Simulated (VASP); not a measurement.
# La (P6/mmm) in VASP: notebook

La is run at these levels: PBEsol; tasks: single point.

All numbers are computed with VASP 6.6.1; they aren't measurements. Logs are shortened: lines on timing, memory, paths and dates and some standing lists are left out, and cuts for length are marked.

## 1. The cell of the first run

Symmetry: P6/mmm, No. 191, hexagonal system. The conventional cell has a = 5.728 Å, b = 5.728 Å, c = 3.471 Å, α = 90.00°, β = 90.00°, γ = 120.00°. La (site symmetry 6/mmm) has 14 La at 3.47 to 3.73 Å within 4.6 Å. Within 4.3 Å of La (site symmetry -6m2) lie 11 La at 3.31 to 3.73 Å.

## 2. Single point, PBEsol (volume scaled by 0.96)

File INCAR:

```
PREC = Accurate
ENCUT = 520
EDIFF = 1E-7
ISMEAR = -1
SIGMA = 0.1
LREAL = F
LASPH = T
NELM = 60
ALGO = Normal
ISIF = 2
LWAVE = F
LCHARG = F
GGA = PS
NBANDS = 24
```

File KPOINTS:

```
regular mesh
0
Gamma
  7 7 10
```

File POSCAR:

```
La
1.0
    5.7277828672      0.0000000000      0.0000000000
   -2.8638914336      4.9604054704      0.0000000000
    0.0000000000      0.0000000000      3.4707460023
La
3
Direct
    0.0000000000      0.0000000000      0.0000000000
    0.3333333333      0.6666666667      0.5000000000
    0.6666666667      0.3333333333      0.5000000000
```

Potentials or basis: VASP PAW PBE potentials, release 64 (La).

Command:

```console
$ cat potpaw_PBE.64/La/POTCAR > POTCAR
$ mpirun -np 1 vasp_std > vasp.out
```

OUTCAR:

```text
PREC = Accurate
   ENCUT = 520
   EDIFF = 1E-7
   ISMEAR = -1
   LREAL = F
   LASPH = T
   NELM = 60
   ISIF = 2
   GGA = PS

 ion  position               nearest neighbor table
   1  0.000  0.000  0.000-
   2  0.333  0.667  0.500-   3 3.31   3 3.31   3 3.31
   3  0.667  0.333  0.500-   2 3.31   2 3.31   2 3.31

  LATTYP: Found a hexagonal cell.
 ALAT       =     5.7277828672
 C/A-ratio  =     0.6059492971

  Lattice vectors:

 A1 = (   5.7277828672,   0.0000000000,   0.0000000000)
 A2 = (  -2.8638914336,   4.9604054704,   0.0000000000)
 A3 = (   0.0000000000,   0.0000000000,   3.4707460023)

Analysis of symmetry for initial positions (statically):
=====================================================================
 Subroutine PRICEL returns:
 Original cell was already a primitive cell.

 Routine SETGRP: Setting up the symmetry group for a
 hexagonal supercell.

 Subroutine GETGRP returns: Found 24 space group operations
 (whereof 24 operations were pure point group operations)
 out of a pool of 24 trial point group operations.

The static configuration has the point symmetry D_6h.

Analysis of symmetry for dynamics (positions and initial velocities):
=====================================================================
 Subroutine PRICEL returns:
 Original cell was already a primitive cell.

 Routine SETGRP: Setting up the symmetry group for a
 hexagonal supercell.

 Subroutine GETGRP returns: Found 24 space group operations
 (whereof 24 operations were pure point group operations)
 out of a pool of 24 trial point group operations.

The dynamic configuration has the point symmetry D_6h.

 Subroutine INISYM returns: Found 24 space group operations
 (whereof 24 operations are pure point group operations),
 and found     1 'primitive' translations

----------------------------------------------------------------------------------------

                                     Primitive cell

  volume of cell :      98.6113

  direct lattice vectors                    reciprocal lattice vectors
     5.727782867  0.000000000  0.000000000     0.174587624  0.100798212  0.000000000
    -2.863891434  4.960405470  0.000000000     0.000000000  0.201596423  0.000000000
     0.000000000  0.000000000  3.470746002     0.000000000  0.000000000  0.288122496

  length of vectors
     5.727782867  5.727782867  3.470746002     0.201596423  0.201596423  0.288122496

  position of ions in fractional coordinates (direct lattice)
     0.000000000  0.000000000  0.000000000
     0.333333333  0.666666667  0.500000000
     0.666666667  0.333333333  0.500000000

  ion indices of the primitive-cell ions
   primitive index   ion index
                 1           1
                 2           2
                 3           3

----------------------------------------------------------------------------------------

 KPOINTS: regular mesh

Automatic generation of k-mesh.
 Grid dimensions read from file:
 generate k-points for:    7    7   10

 Generating k-lattice:

  Cartesian coordinates                     Fractional coordinates (reciprocal lattice)
     0.024941089  0.014399745  0.000000000     0.142857143 -0.000000000  0.000000000
     0.000000000  0.028799489  0.000000000     0.000000000  0.142857143  0.000000000
     0.000000000  0.000000000  0.028812250     0.000000000  0.000000000  0.100000000

  Length of vectors
     0.028799489  0.028799489  0.028812250

  Shift w.r.t. Gamma in fractional coordinates (k-lattice)
     0.000000000  0.000000000  0.000000000

 Subroutine IBZKPT returns following result:
 ===========================================

 Found     48 irreducible k-points:

 Following reciprocal coordinates:
            Coordinates               Weight
  0.000000  0.000000  0.000000      1.000000
  0.142857  0.000000  0.000000      6.000000
  0.285714  0.000000  0.000000      6.000000
  0.428571 -0.000000  0.000000      6.000000
  0.142857  0.142857  0.000000      6.000000
  0.285714  0.142857  0.000000     12.000000
[... 16 lines left out ...]
  0.428571  0.142857  0.200000     12.000000
  0.285714  0.285714  0.200000     12.000000
 [... further k-points ...]
   k-points           NKPTS =     48   k-points in BZ     NKDIM =     48   number of bands    NBANDS=     24
   number of dos      NEDOS =    301   number of ions     NIONS =      3
   total plane-waves  NPLWV =  64512
   dimension x,y,z NGX =    48 NGY =   48 NGZ =   28
   dimension x,y,z NGXF=    96 NGYF=   96 NGZF=   56
   ions per type =               3
   NGX,Y,Z   is equivalent  to a cutoff of  13.93, 13.93, 13.41 a.u.
   NGXF,Y,Z  is equivalent  to a cutoff of  27.86, 27.86, 26.82 a.u.
 SYSTEM =  unknown system
   PREC   = accura    normal or accurate (medium, high low for compatibility)
   ISTART =      0    job   : 0-new  1-cont  2-samecut
   ICHARG =      2    charge: 1-file 2-atom 10-const
   ISPIN  =      1    spin polarized calculation?
   LNONCOLLINEAR =      F non collinear calculations
   LSORBIT =      F    spin-orbit coupling
   LASPH  =      T    aspherical Exc in radial PAW
   ENCUT  =  520.0 eV  38.22 Ry    6.18 a.u.  10.65 10.65  6.45*2*pi/ulx,y,z
   NELM   =     60;   NELMIN=  2; NELMDL= -5     # of ELM steps
   EDIFF  = 0.1E-06   stopping-criterion for ELM
   LREAL  =      F    real-space projection
   EDIFFG = 0.1E-05   stopping-criterion for IOM
   NSW    =      0    number of steps for IOM
   IBRION =     -1    ionic relax: 0-MD 1-quasi-New 2-CG
   NFREE  =      0    steps in history (QN), initial steepest desc. (CG)
   ISIF   =      2    stress and relaxation
   ISYM   =      2    0-nonsym 1-usesym 2-fastsym
   POTIM  = 0.5000    time-step for ionic-motion
   TEBEG  =    0.0;   TEEND  =   0.0 temperature during run
   PSTRESS=    0.0 pullay stress
   NELECT =      33.0000    total number of electrons
   NUPDOWN=      -1.0000    fix difference up-down
   EMIN   =  10.00;   EMAX   =-10.00  energy-range for DOS
   EFERMI =   0.00;   METHOD = LEGACY
   ISMEAR =    -1;   SIGMA  =   0.10  broadening in eV -4-tet -1-fermi 0-gaus
   EFERMI_NEDOS =   21; number of points for ismear=-14 and -15
   IALGO  =     38    algorithm
   IMIX   =      4    mixing-type and parameters
     AMIX     =   0.40;   BMIX     =  1.00
     AMIX_MAG =   1.60;   BMIX_MAG =  1.00
  volume/ion in A,a.u.               =      32.87       221.82
  Fermi-wavevector in a.u.,A,eV,Ry     =   1.136590  2.147844 17.576517  1.291838
  Thomas-Fermi vector in A             =   2.273295
   LORBIT       =      0    0 simple, 1 ext, 2 COOP (PROOUT), +10 PAW based schemes
   GGA     = PS    functional components
   LHFCALC =     F    Hartree Fock is set to
   AEXX    =    0.0000 exact exchange contribution
   IVDW    =     0    specifies the selected vdW correction
   LEPSILON=     F    determine dielectric tensor
   LRPA    =     F    only Hartree local field effects (RPA)
 non-spin polarized calculation
  energy-cutoff  :      520.00
  volume of cell :       98.61
 maximum number of plane-waves:      2701
 NGX is ok and might be reduce to    48
   NGX = 21   NGY = 21   NGZ = 13

 number of electron      32.9999998 magnetization

 Free energy of the ion-electron system (eV)
  ---------------------------------------------------
  ext. energy  EPLUGINS =         0.00000000
  ---------------------------------------------------
  free energy    TOTEN  =       -15.99349708 eV

  energy without entropy =      -15.85423202  energy(sigma->0) =      -15.92386455

 E-fermi :   8.9030     XC(G=0): -10.1900

 val. band max:        8.8985704115   @ k =   0.1429   0.0000   0.5000
 cond. band min:       8.9066684266   @ k =   0.2857   0.0000   0.2000
 fundamental gap:      0.0080980151
 Fermi energy:         8.9030391982

 k-point     1 :       0.0000    0.0000    0.0000
  band No.  band energies     occupation
      1     -23.8276      2.00000
      2     -23.4607      2.00000
      3     -23.3766      2.00000
      4      -8.0489      2.00000
      5      -8.0489      2.00000
      6      -7.6580      2.00000
[... 16 lines left out ...]
     23      10.7842      0.00000
     24      10.9699      0.00000

 k-point     2 :       0.1429    0.0000    0.0000
  band No.  band energies     occupation
      1     -23.8054      2.00000
      2     -23.4679      2.00000
      3     -23.3940      2.00000
      4      -8.1798      2.00000
      5      -8.1102      2.00000
      6      -7.4908      2.00000
[... 16 lines left out ...]
     23      10.8006      0.00000
     24      10.9488      0.00000

 k-point     3 :       0.2857    0.0000    0.0000
  band No.  band energies     occupation
      1     -23.7440      2.00000
      2     -23.4918      2.00000
      3     -23.4370      2.00000
      4      -8.3501      2.00000
      5      -8.0740      2.00000
      6      -7.2213      2.00000
[... 16 lines left out ...]
     23      10.8077      0.00000
     24      10.8824      0.00000

 k-point     4 :       0.4286   -0.0000    0.0000
  band No.  band energies     occupation
      1     -23.6610      2.00000
      2     -23.5506      2.00000
      3     -23.4656      2.00000
      4      -8.4465      2.00000
      5      -7.8567      2.00000
      6      -7.3968      2.00000
[... 16 lines left out ...]
     23      10.9615      0.00000
     24      11.0078      0.00000

 k-point     5 :       0.1429    0.1429    0.0000
  band No.  band energies     occupation
      1     -23.7635      2.00000
      2     -23.4813      2.00000
      3     -23.4265      2.00000
      4      -8.2627      2.00000
      5      -8.1591      2.00000
      6      -7.2515      2.00000
[... 16 lines left out ...]
     23      10.8262      0.00000
     24      10.9767      0.00000

 k-point     6 :       0.2857    0.1429    0.0000
  band No.  band energies     occupation
      1     -23.6902      2.00000
      2     -23.5134      2.00000
      3     -23.4727      2.00000
      4      -8.3475      2.00000
      5      -8.0515      2.00000
      6      -7.2756      2.00000
[... 16 lines left out ...]
     23      10.9086      0.00000
     24      10.9936      0.00000
[... 379 lines left out ...]
 k-point    21 :       0.1429    0.1429    0.2000
  band No.  band energies     occupation
      1     -23.6959      2.00000
      2     -23.4441      2.00000
      3     -23.3758      2.00000
      4      -8.1659      2.00000
      5      -8.0265      2.00000
      6      -7.4312      2.00000
[... 16 lines left out ...]
     23      10.6188      0.00000
     24      10.8307      0.00000

 k-point    22 :       0.2857    0.1429    0.2000
  band No.  band energies     occupation
      1     -23.6287      2.00000
      2     -23.4665      2.00000
      3     -23.4246      2.00000
      4      -8.2453      2.00000
      5      -7.9515      2.00000
      6      -7.4494      2.00000
[... 16 lines left out ...]
     23      10.5347      0.00000
     24      10.7503      0.00000

 k-point    23 :       0.4286    0.1429    0.2000
  band No.  band energies     occupation
      1     -23.5697      2.00000
      2     -23.5103      2.00000
      3     -23.4417      2.00000
      4      -8.2765      2.00000
      5      -7.8195      2.00000
      6      -7.6159      2.00000
[... 16 lines left out ...]
     23      10.4809      0.00000
     24      10.8062      0.00000

 k-point    24 :       0.2857    0.2857    0.2000
  band No.  band energies     occupation
      1     -23.5610      2.00000
      2     -23.4845      2.00000
      3     -23.4767      2.00000
      4      -8.2273      2.00000
      5      -7.8546      2.00000
      6      -7.6357      2.00000
[... 16 lines left out ...]
     23      10.4684      0.00000
     24      10.8786      0.00000

 [... further k-points ...]

------------------------ aborting loop because EDIFF is reached ----------------------------------------

  FORCE on cell =-STRESS in cart. coord.  units (eV):
  Direction    XX          YY          ZZ          XY          YZ          ZX
  --------------------------------------------------------------------------------------
  -------------------------------------------------------------------------------------
  Total        0.7819169      0.7819169      0.8353682      0.0000000      0.0000000      0.0000000
  in kB       12.7041217     12.7041217     13.5725668      0.0000000      0.0000000      0.0000000
  external PRESSURE =      12.9936034 kB  Pullay stress =       0.0000000 kB

 VOLUME and BASIS-vectors are now :
 -----------------------------------------------------------------------------
  energy-cutoff  :      520.00
  volume of cell :       98.61
      direct lattice vectors                 reciprocal lattice vectors
     5.727782867  0.000000000  0.000000000     0.174587624  0.100798212  0.000000000
    -2.863891434  4.960405470  0.000000000     0.000000000  0.201596423  0.000000000
     0.000000000  0.000000000  3.470746002     0.000000000  0.000000000  0.288122496

 POSITION                                       TOTAL-FORCE (eV/Angst)
 -----------------------------------------------------------------------------------
      0.00000      0.00000      0.00000         0.000000      0.000000      0.000000
     -0.00000      3.30694      1.73537         0.000000     -0.000000     -0.000000
      2.86389      1.65347      1.73537         0.000000      0.000000      0.000000
 -----------------------------------------------------------------------------------
    total drift:                               -0.000000      0.000000     -0.000000

  FREE ENERGIE OF THE ION-ELECTRON SYSTEM (eV)
  ---------------------------------------------------
  free  energy   TOTEN  =       -15.9934970821 eV

  energy  without entropy=      -15.8542320226  energy(sigma->0) =      -15.92386455
```

Wall time 79 s (1 thread of Intel Xeon 6975P-C (Granite Rapids), shared host); peak memory 0.3 GiB.

What came out:

```yaml
Free_energy: -15.9935 eV
Pressure: 1.3 GPa
```

Caveat: the cell differs from its parent crystal (volume scaled by 0.96); the PAW data sets were made with another functional, which shifts forces and pressure a little; spin-orbit coupling is left out, which moves the levels of the heavy elements.

## 3. Single point, PBEsol

This run uses another cell than the first one, of 34.24 Å³/atom, 1.042 times its volume.

File INCAR:

```
PREC = Accurate
ENCUT = 520
EDIFF = 1E-6
ISMEAR = -1
SIGMA = 0.1
LREAL = False
LASPH = True
NELM = 60
ALGO = Normal
ISIF = 2
LWAVE = False
LCHARG = False
GGA = PS
NBANDS = 24
```

File KPOINTS:

```
Automatic mesh
0
Gamma
  7 7 10
```

File POSCAR:

```
La
1.0
    5.8062553976      0.0000000000      0.0000000000
   -2.9031276988      5.0283646751      0.0000000000
    0.0000000000      0.0000000000      3.5182963769
La
3
Direct
    0.0000000000      0.0000000000      0.0000000000
    0.3333333333      0.6666666667      0.5000000000
    0.6666666667      0.3333333333      0.5000000000
```

Potentials or basis: VASP PAW PBE potentials, release 64 (La).

Command:

```console
$ cat potpaw_PBE.64/La/POTCAR > POTCAR
$ mpirun -np 1 vasp_std > vasp.out
```

It took 70 s on 1 thread of Intel Xeon 6975P-C (Granite Rapids), shared host; peak memory 0.3 GiB.

It converged, with:

```
Free energy : -16.0109 eV
Pressure    : 0.1 GPa
```

Stress tensor (GPa, compression positive):
```
-0.03  0.00  0.00
 0.00 -0.03  0.00
 0.00  0.00  0.25
```

Levels at points of the mesh, in eV from the Fermi level:
| k point | band 14 | band 15 | band 16 | band 17 | band 18 | band 19 | band 20 | band 21 |
| --- | --- | --- | --- | --- | --- | --- | --- | --- |
| (0.00, 0.00, 0.00) | -1.58 | 0.38 | 0.70 | 0.70 | 0.75 | 0.75 | 1.05 | 1.62 |
| (0.00, 0.00, 0.50) | -1.87 | -1.00 | -1.00 | -0.27 | 0.48 | 1.21 | 1.21 | 1.88 |

Caveat: the PAW data sets were made with another functional, which shifts forces and pressure a little; spin-orbit coupling is left out, which moves the levels of the heavy elements.

## 4. Single point, PBEsol (volume scaled by 1.04)

File INCAR:

```
PREC = Accurate ; ENCUT = 520
EDIFF = 1E-6 ; ISMEAR = -1
SIGMA = 0.1 ; LREAL = False
LASPH = True ; NELM = 100
ALGO = Normal ; ISIF = 2
LWAVE = False ; LCHARG = True
GGA = PS ; LELF = True
LVHAR = True ; NBANDS = 24
```

KPOINTS is that of step 3.

File POSCAR:

```
La
1.0
    5.8826622570      0.0000000000      0.0000000000
   -2.9413311285      5.0945349565      0.0000000000
    0.0000000000      0.0000000000      3.5645950597
La
3
Direct
    0.0000000000      0.0000000000      0.0000000000
    0.3333333333      0.6666666667      0.5000000000
    0.6666666667      0.3333333333      0.5000000000
```

Command:

```console
$ cat potpaw_PBE.64/La/POTCAR > POTCAR
$ mpirun -np 1 vasp_std > vasp.out
```

Run time: 71 s. Hardware: 1 thread of Intel Xeon 6975P-C (Granite Rapids), shared host; peak memory 0.3 GiB.

It converged, with:

- Free energy: -15.9986 eV
- Pressure: -1.0 GPa

Stress tensor (GPa, compression positive):
```
-1.15  0.00  0.00
 0.00 -1.15  0.00
 0.00  0.00 -0.72
```

Levels at points of the mesh, in eV from the Fermi level:
| k point | band 14 | band 15 | band 16 | band 17 | band 18 | band 19 | band 20 | band 21 |
| --- | --- | --- | --- | --- | --- | --- | --- | --- |
| (0.00, 0.00, 0.00) | -1.49 | 0.35 | 0.65 | 0.65 | 0.68 | 0.68 | 1.03 | 1.58 |
| (0.00, 0.00, 0.50) | -1.75 | -0.95 | -0.95 | -0.38 | 0.38 | 1.17 | 1.17 | 1.82 |

Caveat: the cell differs from its parent crystal (volume scaled by 1.04); the PAW data sets were made with another functional, which shifts forces and pressure a little; spin-orbit coupling is left out, which moves the levels of the heavy elements.

## 5. Summary

```tsv
cell	gap on the mesh (eV)	pressure (GPa)
a = 5.728, b = 5.728, c = 3.471 Å, angles 90.0, 90.0, 120.0°, 3 atoms	none	1.3
a = 5.806, b = 5.806, c = 3.518 Å, angles 90.0, 90.0, 120.0°, 3 atoms	none	0.1
a = 5.883, b = 5.883, c = 3.565 Å, angles 90.0, 90.0, 120.0°, 3 atoms	none	-1.0
```

Alike in all rows: task single point; level PBEsol; potentials or basis VASP PAW PBE potentials, release 64 (La); no spin polarisation; k mesh 7 × 7 × 10; cutoff (eV) 520; smearing fermi-dirac 0.1 eV.

Caveats: the PAW data sets were made with another functional, which shifts forces and pressure a little; spin-orbit coupling is left out, which moves the levels of the heavy elements.

Absolute energies hang on the potentials; compare differences alone.
